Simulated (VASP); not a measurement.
# Sr9Ti8O24 (a cell with a defect) in VASP: single point with PBE

Aim: the single point of Sr9Ti8O24 (a cell with a defect) with PBE.

Program: VASP 6.6.1. These are calculated values, not measurements. Logs are shortened: lines on timing, memory, paths and dates and some standing lists are left out, and cuts for length are marked.

### 1 The cell of the first run

The cell holds a defect, 41 atoms: a = 7.810 Å, b = 7.810 Å, c = 7.810 Å, α = 90.00°, β = 90.00°, γ = 90.00°.

### 2 Single point, PBE

Input file INCAR:

```
SYSTEM = Sr9Ti8O24
ALGO = Normal
EDIFF = 1E-6
ENCUT = 520
GGA = PE
ISIF = 2
ISMEAR = 0
KPAR = 2
LASPH = .True.
LCHARG = .False.
LREAL = Auto
LWAVE = .False.
NBANDS = 191
NCORE = 2
NELM = 60
PREC = Accurate
SIGMA = 0.05
```

Input file KPOINTS:

```
k-points
0
Gamma
  2 2 2
  0 0 0
```

Input file POSCAR:

```
Sr9Ti8O24
1.0
    7.8100000000      0.0000000000      0.0000000000
    0.0000000000      7.8100000000      0.0000000000
    0.0000000000      0.0000000000      7.8100000000
Sr Ti O
9 8 24
Direct
    0.0002205056     -0.0000980499      0.0061723236
    0.0003727484     -0.0001277720      0.5061642962
    0.0002036241      0.4999077471      0.0061467259
    0.0002453909      0.4999106235      0.5061581895
    0.5002246490     -0.0000883849      0.0061512752
    0.5002271300     -0.0001033525      0.5061628364
    0.5002747376      0.4999018989     -0.1473586165
    0.4999215529      0.4999621302      0.5061667889
    0.5003506988      0.4998694301      0.1596995174
    0.2435005117      0.2431647088      0.2592899071
    0.2434693977      0.2431596182      0.7529858622
    0.2435098806      0.7566298988      0.2592586796
    0.2434759756      0.7566520944      0.7529796722
    0.7570099126      0.2431236168      0.2593933694
    0.7569821084      0.2431468472      0.7529749037
    0.7569928903      0.7566632468      0.2593596095
    0.7569808999      0.7566698225      0.7529597365
    0.0002476972      0.2472690585      0.2266895588
    0.2476140757     -0.0000985880      0.2268006367
    0.2855521925      0.2851035392      0.0061766221
    0.0002293970      0.2472676609      0.7856437107
    0.2475585872     -0.0000940746      0.7855411065
    0.2216734601      0.2214537380      0.5061680598
    0.0002455880      0.7525309447      0.2267412692
    0.2394324954      0.4998999910      0.2945226400
    0.2855165799      0.7146877915      0.0061835128
    0.0002290739      0.7525552803      0.7855928444
    0.2393817119      0.4999062178      0.7178273464
    0.2217331095      0.7783408675      0.5061727380
    0.5002591878      0.2390670926      0.2946380080
    0.7528823652     -0.0001000342      0.2266321950
    0.7149752143      0.2852288439      0.0061646131
    0.5002373542      0.2390700277      0.7177091532
    0.7528618762     -0.0000940530      0.7856984224
    0.7788577771      0.2212093716      0.5061654036
    0.5002558871      0.7607253564      0.2945910148
    0.7610670286      0.4998970806      0.2947266706
    0.7150148785      0.7145671135      0.0061650970
    0.5002333156      0.7607497482      0.7177527276
    0.7610422504      0.4999027252      0.7176306657
    0.7787940826      0.7785822768      0.5061629070
```

Potentials or basis: VASP PAW PBE potentials, release 64 (Sr_sv, Ti_sv, O).

Run with:

```console
cat potpaw_PBE.64/Sr_sv/POTCAR potpaw_PBE.64/Ti_sv/POTCAR potpaw_PBE.64/O/POTCAR > POTCAR
mpirun -np 4 vasp_std > vasp.out
```

OUTCAR:

```text
SYSTEM = Sr9Ti8O24
   EDIFF = 1E-6
   ENCUT = 520
   GGA = PE
   ISIF = 2
   ISMEAR = 0
   LASPH = .True.
   LREAL = Auto
   NELM = 60
   PREC = Accurate

 ion  position               nearest neighbor table
   1  0.000  1.000  0.006-  31 2.59  34 2.59  18 2.59  21 2.59  27 2.59  24 2.59  22 2.59  19 2.59
                            26 3.15  20 3.15  38 3.15  32 3.15  12 3.34  16 3.34  14 3.34  10 3.34
   2  0.000  1.000  0.506-  35 2.45  41 2.45  23 2.45  29 2.45  22 2.91  19 2.91  27 2.91  24 2.91
                            18 2.92  21 2.92  31 2.92  34 2.92  13 3.31  11 3.31  12 3.31  10 3.31
   3  0.000  0.500  0.006-  21 2.62  18 2.62  27 2.62  24 2.62  38 2.79  32 2.79  26 2.79  20 2.79
                            28 2.93  25 2.93  40 2.93  37 2.93  12 3.40  15 3.40  17 3.40  11 3.40
   4  0.000  0.500  0.506-  37 2.49  40 2.49  28 2.49  25 2.49  23 2.78  29 2.78  35 2.78  41 2.78
                            24 2.94  27 2.94  18 2.94  21 2.94  14 3.37  13 3.37  11 3.37  16 3.37
   5  0.500  1.000  0.006-  34 2.62  31 2.62  19 2.62  22 2.62  20 2.79  26 2.79  32 2.79  38 2.79
                            39 2.93  33 2.93  36 2.93  30 2.93  12 3.40  10 3.40  11 3.40  15 3.40
   6  0.500  1.000  0.506-  30 2.49  33 2.49  39 2.49  36 2.49  41 2.78  35 2.78  29 2.78  23 2.78
                            19 2.94  22 2.94  34 2.94  31 2.94  17 3.37  14 3.37  16 3.37  13 3.37
   7  0.500  0.500  0.853-  40 2.29  39 2.29  33 2.29  28 2.29   9 2.40  32 2.66  38 2.66  20 2.66
                            26 2.66   8 2.71  15 2.94  17 2.94  11 2.94  13 2.94   3 4.08   5 4.08
   8  0.500  0.500  0.506-  25 2.62  28 2.62  36 2.62  39 2.62  30 2.62  33 2.62  40 2.62  37 2.62
                             9 2.71   7 2.71  29 3.07  23 3.07  41 3.08  35 3.08  13 3.43  12 3.43
   9  0.500  0.500  0.160-  37 2.29  30 2.29  36 2.29  25 2.29   7 2.40  32 2.66  38 2.66  20 2.66
[... 29 lines left out ...]
  30  0.500  0.239  0.295-  14 2.02  10 2.02   9 2.29   6 2.49   8 2.62   5 2.93
  31  0.753  1.000  0.227-  14 1.92  16 1.92   1 2.59   5 2.62   2 2.92   6 2.94
  32  0.715  0.285  0.006-  15 2.03  14 2.03   9 2.66   7 2.66   3 2.79   5 2.79   1 3.15
  33  0.500  0.239  0.718-  15 2.02  11 2.02   7 2.29   6 2.49   8 2.62   5 2.93
  34  0.753  1.000  0.786-  17 1.92  15 1.92   1 2.59   5 2.62   2 2.92   6 2.94
  35  0.779  0.221  0.506-  14 1.94  15 1.94   2 2.45   6 2.78   4 2.78   8 3.08
  36  0.500  0.761  0.295-  16 2.02  12 2.02   9 2.29   6 2.49   8 2.62   5 2.93
  37  0.761  0.500  0.295-  16 2.02  14 2.02   9 2.29   4 2.49   8 2.62   3 2.93
  38  0.715  0.715  0.006-  16 2.03  17 2.03   9 2.66   7 2.66   3 2.79   5 2.79   1 3.15
  39  0.500  0.761  0.718-  17 2.02  13 2.02   7 2.29   6 2.49   8 2.62   5 2.93
  40  0.761  0.500  0.718-  15 2.02  17 2.02   7 2.29   4 2.49   8 2.62   3 2.93
  41  0.779  0.779  0.506-  17 1.94  16 1.94   2 2.45   6 2.78   4 2.78   8 3.08

 -----------------------------------------------------------------------------
|                                                                             |
|           W    W    AA    RRRRR   N    N  II  N    N   GGGG   !!!           |
|           W    W   A  A   R    R  NN   N  II  NN   N  G    G  !!!           |
|           W    W  A    A  R    R  N N  N  II  N N  N  G       !!!           |
|           W WW W  AAAAAA  RRRRR   N  N N  II  N  N N  G  GGG   !            |
|           WW  WW  A    A  R   R   N   NN  II  N   NN  G    G                |
|           W    W  A    A  R    R  N    N  II  N    N   GGGG   !!!           |
|                                                                             |
|     The distance between some ions is very small. Please check the          |
|     nearest-neighbor list in the OUTCAR file.                               |
|     I HOPE YOU KNOW WHAT YOU ARE DOING!                                     |
|                                                                             |
 -----------------------------------------------------------------------------

  LATTYP: Found a simple cubic cell.
 ALAT       =     7.8100000000

  Lattice vectors:

 A1 = (   7.8100000000,   0.0000000000,   0.0000000000)
 A2 = (   0.0000000000,   7.8100000000,   0.0000000000)
 A3 = (   0.0000000000,   0.0000000000,   7.8100000000)

Analysis of symmetry for initial positions (statically):
=====================================================================
 Subroutine PRICEL returns:
 Original cell was already a primitive cell.

 Routine SETGRP: Setting up the symmetry group for a
 simple cubic supercell.

 Subroutine GETGRP returns: Found  1 space group operations
 (whereof  1 operations were pure point group operations)
 out of a pool of 48 trial point group operations.

The static configuration has the point symmetry C_1 .

Analysis of symmetry for dynamics (positions and initial velocities):
=====================================================================
 Subroutine PRICEL returns:
 Original cell was already a primitive cell.

 Routine SETGRP: Setting up the symmetry group for a
 simple cubic supercell.

[... 132 lines left out ...]
 Subroutine IBZKPT returns following result:
 ===========================================

 Found      8 irreducible k-points:

 Following reciprocal coordinates:
            Coordinates               Weight
  0.000000  0.000000  0.000000      1.000000
  0.500000  0.000000  0.000000      1.000000
  0.000000  0.500000  0.000000      1.000000
  0.000000  0.000000  0.500000      1.000000
  0.500000  0.500000  0.000000      1.000000
  0.000000  0.500000  0.500000      1.000000
  0.500000  0.000000  0.500000      1.000000
  0.500000  0.500000  0.500000      1.000000
   k-points           NKPTS =      8   k-points in BZ     NKDIM =      8   number of bands    NBANDS=    191
   number of dos      NEDOS =    301   number of ions     NIONS =     41
   total plane-waves  NPLWV = 216000
   dimension x,y,z NGX =    60 NGY =   60 NGZ =   60
   dimension x,y,z NGXF=   120 NGYF=  120 NGZF=  120
   ions per type =               9   8  24
   NGX,Y,Z   is equivalent  to a cutoff of  12.77, 12.77, 12.77 a.u.
   NGXF,Y,Z  is equivalent  to a cutoff of  25.54, 25.54, 25.54 a.u.
 SYSTEM =  Sr9Ti8O24
   PREC   = accura    normal or accurate (medium, high low for compatibility)
   ISTART =      0    job   : 0-new  1-cont  2-samecut
   ICHARG =      2    charge: 1-file 2-atom 10-const
   ISPIN  =      1    spin polarized calculation?
   LNONCOLLINEAR =      F non collinear calculations
   LSORBIT =      F    spin-orbit coupling
   LASPH  =      T    aspherical Exc in radial PAW
   ENCUT  =  520.0 eV  38.22 Ry    6.18 a.u.  14.52 14.52 14.52*2*pi/ulx,y,z
   NELM   =     60;   NELMIN=  2; NELMDL= -5     # of ELM steps
   EDIFF  = 0.1E-05   stopping-criterion for ELM
   LREAL  =      T    real-space projection
   EDIFFG = 0.1E-04   stopping-criterion for IOM
   NSW    =      0    number of steps for IOM
   IBRION =     -1    ionic relax: 0-MD 1-quasi-New 2-CG
   NFREE  =      0    steps in history (QN), initial steepest desc. (CG)
   ISIF   =      2    stress and relaxation
   ISYM   =      2    0-nonsym 1-usesym 2-fastsym
   POTIM  = 0.5000    time-step for ionic-motion
   TEBEG  =    0.0;   TEEND  =   0.0 temperature during run
   PSTRESS=    0.0 pullay stress
   NELECT =     330.0000    total number of electrons
   NUPDOWN=      -1.0000    fix difference up-down
   EMIN   =  10.00;   EMAX   =-10.00  energy-range for DOS
   EFERMI =   0.00;   METHOD = LEGACY
   ISMEAR =     0;   SIGMA  =   0.05  broadening in eV -4-tet -1-fermi 0-gaus
   EFERMI_NEDOS =   21; number of points for ismear=-14 and -15
   IALGO  =     38    algorithm
   IMIX   =      4    mixing-type and parameters
     AMIX     =   0.40;   BMIX     =  1.00
     AMIX_MAG =   1.60;   BMIX_MAG =  1.00
  volume/ion in A,a.u.               =      11.62        78.41
  Fermi-wavevector in a.u.,A,eV,Ry     =   1.448533  2.737331 28.548402  2.098248
  Thomas-Fermi vector in A             =   2.566363
   LORBIT       =      0    0 simple, 1 ext, 2 COOP (PROOUT), +10 PAW based schemes
   GGA     = PE    functional components
   LHFCALC =     F    Hartree Fock is set to
   AEXX    =    0.0000 exact exchange contribution
   IVDW    =     0    specifies the selected vdW correction
   LEPSILON=     F    determine dielectric tensor
   LRPA    =     F    only Hartree local field effects (RPA)
 non-spin polarized calculation
 Gauss-broadening in eV      SIGMA  =   0.05
  energy-cutoff  :      520.00
  volume of cell :      476.38
 maximum number of plane-waves:     12893
 NGX is ok and might be reduce to    60
   NGX = 29   NGY = 29   NGZ = 29

 number of electron     330.0000014 magnetization

 Free energy of the ion-electron system (eV)
  ---------------------------------------------------
  ext. energy  EPLUGINS =         0.00000000
  ---------------------------------------------------
  free energy    TOTEN  =      -316.26611807 eV

  energy without entropy =     -316.26015976  energy(sigma->0) =     -316.26313891

 E-fermi :   6.6943     XC(G=0): -11.4770

 val. band max:        6.6440461042   @ k =   0.0000   0.0000   0.0000
 cond. band min:       6.7455761502   @ k =   0.0000   0.5000   0.0000
 fundamental gap:      0.1015300460
 Fermi energy:         6.6943392095

 k-point     1 :       0.0000    0.0000    0.0000
  band No.  band energies     occupation
      1     -51.6698      2.00000
      2     -51.6683      2.00000
      3     -51.6680      2.00000
      4     -51.6679      2.00000
      5     -51.6665      2.00000
      6     -51.6664      2.00000
[... 1429 lines left out ...]
    176       7.9094      0.00000
    177       7.9260      0.00000
 [bands above 177 left out]

------------------------ aborting loop because EDIFF is reached ----------------------------------------

  FORCE on cell =-STRESS in cart. coord.  units (eV):
  Direction    XX          YY          ZZ          XY          YZ          ZX
  --------------------------------------------------------------------------------------
  -------------------------------------------------------------------------------------
  Total       37.0058828     36.9868005     48.4126220      0.0010324     -0.0068499      0.0197605
  in kB      124.4595566    124.3953785    162.8231247      0.0034721     -0.0230378      0.0664594
  external PRESSURE =     137.2260199 kB  Pullay stress =       0.0000000 kB

 VOLUME and BASIS-vectors are now :
 -----------------------------------------------------------------------------
  energy-cutoff  :      520.00
  volume of cell :      476.38
      direct lattice vectors                 reciprocal lattice vectors
     7.810000000  0.000000000  0.000000000     0.128040973  0.000000000  0.000000000
     0.000000000  7.810000000  0.000000000     0.000000000  0.128040973  0.000000000
     0.000000000  0.000000000  7.810000000     0.000000000  0.000000000  0.128040973

 POSITION                                       TOTAL-FORCE (eV/Angst)
 -----------------------------------------------------------------------------------
      0.00172      7.80923      0.04821         0.000782      0.000047     -0.000538
      0.00291      7.80900      3.95314        -0.001226      0.000113     -0.000044
      0.00159      3.90428      0.04801        -0.000286      0.000292      0.000532
      0.00192      3.90430      3.95310         0.000031      0.000176     -0.000080
      3.90675      7.80931      0.04804         0.000374      0.000372      0.000144
      3.90677      7.80919      3.95313         0.000000      0.000521     -0.000178
[... 33 lines left out ...]
      5.94374      3.90424      5.60470         0.065713     -0.000144     -0.023267
      6.08238      6.08073      3.95313        -0.015712     -0.015524     -0.000191
 -----------------------------------------------------------------------------------
    total drift:                               -0.002720     -0.007541     -0.036528

  FREE ENERGIE OF THE ION-ELECTRON SYSTEM (eV)
  ---------------------------------------------------
  free  energy   TOTEN  =      -316.2661180663 eV

  energy  without entropy=     -316.2601597603  energy(sigma->0) =     -316.26313891
```

Run time: 6.2 min. Hardware: 4 MPI ranks of Oxide Virtual Turin-like, shared host; peak memory 0.48 GiB.

What came out:

```yaml
Free_energy: -316.2661 eV
Pressure: 13.7 GPa
Largest_force: 0.073 eV/Å
Band_gap_on_the_k_mesh: zero (bands 165 and 166 overlap by 1.21 eV)
```

Forces on the atoms (eV/Å):
```
Sr   0.001  0.000 -0.001
Sr  -0.001  0.000  0.000
Sr   0.000  0.000  0.001
Sr   0.000  0.000  0.000
Sr   0.000  0.000  0.000
Sr   0.000  0.001  0.000
Sr   0.000  0.000 -0.001
Sr   0.002  0.000  0.000
Sr   0.000  0.000  0.001
Ti   0.004  0.002 -0.023
Ti   0.017  0.013  0.024
Ti   0.005 -0.006 -0.023
Ti   0.015 -0.014  0.025
Ti  -0.001  0.004 -0.030
Ti  -0.015  0.015  0.023
Ti   0.000 -0.006 -0.029
Ti  -0.016 -0.017  0.024
O    0.000  0.002  0.011
O   -0.002  0.000  0.010
O   -0.014 -0.012 -0.002
O    0.001 -0.003 -0.007
O   -0.002  0.000 -0.006
O    0.015  0.016 -0.001
O    0.000  0.000  0.011
O   -0.067  0.000  0.024
O   -0.014  0.013 -0.002
O    0.001  0.003 -0.007
O   -0.068 -0.001 -0.025
O    0.015 -0.015 -0.001
O    0.000 -0.065  0.025
O   -0.003  0.000  0.011
O    0.012 -0.012 -0.002
O    0.001 -0.065 -0.024
O    0.003 -0.001 -0.008
O   -0.016  0.017  0.000
O   -0.001  0.065  0.025
O    0.066  0.000  0.025
O    0.012  0.014  0.000
O    0.001  0.067 -0.024
O    0.066  0.000 -0.023
O   -0.016 -0.016  0.000
```

Stress tensor (GPa, compression positive):
```
12.45  0.00  0.01
 0.00 12.44  0.00
 0.01  0.00 16.28
```

Caveat: the k points lie up to 0.40 Å⁻¹ apart, too coarse for converged energies and pressures of a metal; semilocal functionals often make such compounds metallic where correlation or magnetic order opens a gap, which also shifts bond lengths.

The gap in the log of VASP goes by the Fermi energy; the results here count the filled bands.